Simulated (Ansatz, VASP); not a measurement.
One calculation of MgS, two programs

```
CELL_PARAMETERS angstrom
0.00000 2.54854 2.54854
2.54854 0.00000 2.54854
2.54854 2.54854 0.00000
ATOMIC_POSITIONS crystal
S 0.50000 0.50000 0.50000
Mg 0.00000 0.00000 0.00000
```

Alike in both runs: task single point; functional PBE0; k mesh 4 × 4 × 4; occupations fermi-dirac, width 0.05 eV; no spin polarisation.

```csv
,VASP,Ansatz
version,VASP 6.6.1,Ansatz 0.2.0
potentials or method,"VASP PAW PBE potentials, release 64 (S, Mg)",Ansatz PAW
plane-wave cutoff (eV),520,420
valence electrons in the cell,8,16
```

```tsv
	VASP	Ansatz	Ansatz less VASP
gap on the k mesh at the Fermi level (eV)	4.67	4.69	+0.015
least direct gap on the mesh (eV)	6.12	6.11	-0.010
pressure (GPa)	5.1	5.5	+0.45
```

VASP's potentials hold 8 valence electrons a cell and Ansatz's 16, so a difference there can come from the potentials and not from the codes.

The k mesh is coarse, so the values compare programs but aren't converged.
